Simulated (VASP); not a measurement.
# NiO in VASP: notebook, part 2 of 2

VASP 6.6.1. Earlier steps stand in the parts before.

## (3) Single point, PBE, collinear spin, ferromagnetic start

Input file INCAR:

```
SYSTEM = NiO
PREC = Accurate
ENCUT = 700
EDIFF = 1E-6
ISMEAR = -1
SIGMA = 0.05
LREAL = .FALSE.
LASPH = .TRUE.
NELM = 200
ALGO = Normal
ISIF = 2
LWAVE = .FALSE.
LCHARG = .FALSE.
ISPIN = 2
MAGMOM = 2 0
LORBIT = 11
NUPDOWN = 2.0
LMAXMIX = 4
GGA = PE
NBANDS = 23
GGA_COMPAT = .FALSE.
```

Input file KPOINTS:

```
Automatic mesh
0
G
  9 9 9
  0 0 0
```

Input file POSCAR:

```
NiO
1.0
    2.5046153800      0.0000000000      0.0000000000
    0.0000000000      2.5046153800      0.0000000000
    0.0000000000      0.0000000000      2.5046153800
Ni O
1 1
Direct
    0.0000000000      0.0000000000      0.0000000000
    0.5000000000      0.5000000000      0.5000000000
```

Potentials or basis: VASP PAW PBE potentials, release 64 (Ni_sv_GW, O).

Launch:

```
> cat potpaw_PBE.64/Ni_sv_GW/POTCAR potpaw_PBE.64/O/POTCAR > POTCAR
> mpirun -np 1 vasp_std > vasp.out
```

OUTCAR:

```text
SYSTEM = NiO
   PREC = Accurate
   ENCUT = 700
   EDIFF = 1E-6
   ISMEAR = -1
   LREAL = .FALSE.
   LASPH = .TRUE.
   NELM = 200
   ISIF = 2
   ISPIN = 2
   LORBIT = 11
   NUPDOWN = 2.0
   GGA = PE

 ion  position               nearest neighbor table
   1  0.000  0.000  0.000-   2 2.17   2 2.17   2 2.17   2 2.17   2 2.17   2 2.17   2 2.17   2 2.17

   2  0.500  0.500  0.500-   1 2.17   1 2.17   1 2.17   1 2.17   1 2.17   1 2.17   1 2.17   1 2.17

  LATTYP: Found a simple cubic cell.
 ALAT       =     2.5046153800

  Lattice vectors:

 A1 = (   2.5046153800,   0.0000000000,   0.0000000000)
 A2 = (   0.0000000000,   2.5046153800,   0.0000000000)
 A3 = (   0.0000000000,   0.0000000000,   2.5046153800)

Analysis of symmetry for initial positions (statically):
=====================================================================
 Subroutine PRICEL returns:
 Original cell was already a primitive cell.

 Routine SETGRP: Setting up the symmetry group for a
 simple cubic supercell.

 Subroutine GETGRP returns: Found 48 space group operations
 (whereof 48 operations were pure point group operations)
 out of a pool of 48 trial point group operations.

The static configuration has the point symmetry O_h .

Analysis of symmetry for dynamics (positions and initial velocities):
=====================================================================
 Subroutine PRICEL returns:
 Original cell was already a primitive cell.

 Routine SETGRP: Setting up the symmetry group for a
 simple cubic supercell.

 Subroutine GETGRP returns: Found 48 space group operations
 (whereof 48 operations were pure point group operations)
 out of a pool of 48 trial point group operations.

The dynamic configuration has the point symmetry O_h .

Analysis of structural, dynamic, and magnetic symmetry:
=====================================================================
 Subroutine PRICEL returns:
 Original cell was already a primitive cell.

 Routine SETGRP: Setting up the symmetry group for a
 simple cubic supercell.

 Subroutine GETGRP returns: Found 48 space group operations
 (whereof 48 operations were pure point group operations)
 out of a pool of 48 trial point group operations.

The overall configuration has the point symmetry O_h .

 Subroutine INISYM returns: Found 48 space group operations
 (whereof 48 operations are pure point group operations),
 and found     1 'primitive' translations

----------------------------------------------------------------------------------------

                                     Primitive cell

  volume of cell :      15.7117

  direct lattice vectors                    reciprocal lattice vectors
     2.504615380  0.000000000  0.000000000     0.399262900  0.000000000  0.000000000
     0.000000000  2.504615380  0.000000000     0.000000000  0.399262900  0.000000000
     0.000000000  0.000000000  2.504615380     0.000000000  0.000000000  0.399262900

  length of vectors
     2.504615380  2.504615380  2.504615380     0.399262900  0.399262900  0.399262900

  position of ions in fractional coordinates (direct lattice)
     0.000000000  0.000000000  0.000000000
     0.500000000  0.500000000  0.500000000

[... 68 lines left out ...]
   ISTART =      0    job   : 0-new  1-cont  2-samecut
   ICHARG =      2    charge: 1-file 2-atom 10-const
   ISPIN  =      2    spin polarized calculation?
   LNONCOLLINEAR =      F non collinear calculations
   LSORBIT =      F    spin-orbit coupling
   LASPH  =      T    aspherical Exc in radial PAW
   ENCUT  =  700.0 eV  51.45 Ry    7.17 a.u.   5.40  5.40  5.40*2*pi/ulx,y,z
   NELM   =    200;   NELMIN=  2; NELMDL= -5     # of ELM steps
   EDIFF  = 0.1E-05   stopping-criterion for ELM
   LREAL  =      F    real-space projection
   EDIFFG = 0.1E-04   stopping-criterion for IOM
   NSW    =      0    number of steps for IOM
   IBRION =     -1    ionic relax: 0-MD 1-quasi-New 2-CG
   NFREE  =      0    steps in history (QN), initial steepest desc. (CG)
   ISIF   =      2    stress and relaxation
   ISYM   =      2    0-nonsym 1-usesym 2-fastsym
   POTIM  = 0.5000    time-step for ionic-motion
   TEBEG  =    0.0;   TEEND  =   0.0 temperature during run
   PSTRESS=    0.0 pullay stress
   NELECT =      24.0000    total number of electrons
   NUPDOWN=       2.0000    fix difference up-down
   EMIN   =  10.00;   EMAX   =-10.00  energy-range for DOS
   EFERMI =   0.00;   METHOD = LEGACY
   ISMEAR =    -1;   SIGMA  =   0.05  broadening in eV -4-tet -1-fermi 0-gaus
   EFERMI_NEDOS =   21; number of points for ismear=-14 and -15
   IALGO  =     38    algorithm
   IMIX   =      4    mixing-type and parameters
     AMIX     =   0.40;   BMIX     =  1.00
     AMIX_MAG =   1.60;   BMIX_MAG =  1.00
  volume/ion in A,a.u.               =       7.86        53.01
  Fermi-wavevector in a.u.,A,eV,Ry     =   1.885403  3.562895 48.365237  3.554745
  Thomas-Fermi vector in A             =   2.927898
   LORBIT       =     11    0 simple, 1 ext, 2 COOP (PROOUT), +10 PAW based schemes
   GGA     = PE    functional components
   LHFCALC =     F    Hartree Fock is set to
   AEXX    =    0.0000 exact exchange contribution
   IVDW    =     0    specifies the selected vdW correction
   LEPSILON=     F    determine dielectric tensor
   LRPA    =     F    only Hartree local field effects (RPA)
 spin polarized calculation
  energy-cutoff  :      700.00
  volume of cell :       15.71
 maximum number of plane-waves:       691
 NGX is ok and might be reduce to    24
   NGX = 11   NGY = 11   NGZ = 11

 number of electron      24.0000000 magnetization       2.0000000

 Free energy of the ion-electron system (eV)
  ---------------------------------------------------
  ext. energy  EPLUGINS =         0.00000000
  ---------------------------------------------------
  free energy    TOTEN  =       -11.23159711 eV

  energy without entropy =      -11.21600733  energy(sigma->0) =      -11.22380222

 E-fermi :   8.6457     XC(G=0): -14.1447

 val. band max:        8.7202116274   @ k =   0.4444   0.4444   0.4444
 cond. band min:       8.6631012621   @ k =   0.1111   0.1111   0.1111
 fundamental gap:     -0.0571103654
 Fermi energy:         9.6408775757

 spin component 1

 k-point     1 :       0.0000    0.0000    0.0000
  band No.  band energies     occupation
      1     -95.8619      1.00000
      2     -56.1967      1.00000
      3     -56.1967      1.00000
      4     -56.1967      1.00000
      5     -12.6670      1.00000
      6       4.3820      1.00000
[... 613 lines left out ...]
     22      40.3726      0.00000
     23      47.3613      0.00000

 [... further k-points ...]

 spin component 2

 k-point     1 :       0.0000    0.0000    0.0000
  band No.  band energies     occupation
      1     -94.0286      1.00000
      2     -54.4112      1.00000
      3     -54.4112      1.00000
      4     -54.4112      1.00000
      5     -11.9315      1.00000
      6       5.5280      1.00000
[... 613 lines left out ...]
     22      40.5165      0.00000
     23      47.5467      0.00000

 [... further k-points ...]

------------------------ aborting loop because EDIFF is reached ----------------------------------------

  FORCE on cell =-STRESS in cart. coord.  units (eV):
  Direction    XX          YY          ZZ          XY          YZ          ZX
  --------------------------------------------------------------------------------------
  -------------------------------------------------------------------------------------
  Total        3.1577615      3.1577615      3.1577615      0.0000000      0.0000000      0.0000000
  in kB      322.0080880    322.0080880    322.0080880      0.0000000      0.0000000      0.0000000
  external PRESSURE =     322.0080880 kB  Pullay stress =       0.0000000 kB

 VOLUME and BASIS-vectors are now :
 -----------------------------------------------------------------------------
  energy-cutoff  :      700.00
  volume of cell :       15.71
      direct lattice vectors                 reciprocal lattice vectors
     2.504615380  0.000000000  0.000000000     0.399262900  0.000000000  0.000000000
     0.000000000  2.504615380  0.000000000     0.000000000  0.399262900  0.000000000
     0.000000000  0.000000000  2.504615380     0.000000000  0.000000000  0.399262900

 POSITION                                       TOTAL-FORCE (eV/Angst)
 -----------------------------------------------------------------------------------
      0.00000      0.00000      0.00000         0.000000      0.000000      0.000000
      1.25231      1.25231      1.25231         0.000000      0.000000      0.000000
 -----------------------------------------------------------------------------------
    total drift:                                0.000000      0.000000     -0.000000

  FREE ENERGIE OF THE ION-ELECTRON SYSTEM (eV)
  ---------------------------------------------------
  free  energy   TOTEN  =       -11.2315971065 eV

  energy  without entropy=      -11.2160073257  energy(sigma->0) =      -11.22380222

 total charge

# of ion       s       p       d       f       tot
--------------------------------------------------
    1        2.160   6.244   7.827   0.010  16.241
    2        1.592   3.366   0.000   0.000   4.959
--------------------------------------------------
tot          3.752   9.610   7.827   0.010  21.200

 magnetization (x)

# of ion       s       p       d       f       tot
--------------------------------------------------
    1       -0.005  -0.004   1.486   0.001   1.478
    2        0.011   0.502   0.000   0.000   0.513
--------------------------------------------------
tot          0.007   0.498   1.486   0.001   1.991
```

It took 42 s on 1 thread of Intel Xeon Platinum 8559C (Emerald Rapids), shared host; peak memory 0.17 GiB.

Results:

```yaml
Free_energy: -11.2316 eV
Pressure: 32.2 GPa
Net_moment: 2.00 μB per cell
Site_moments: Ni +1.48; O +0.51 μB
Valence_electrons_inside_the_program's_atomic_spheres: Ni 16.24; O 4.96
```

Caveat: the cell stands under pressure; the total moment is fixed, so each spin has its own Fermi level and the state may be an excited one; a cell with one magnetic atom can't hold antiferromagnetic order, which such compounds often take.
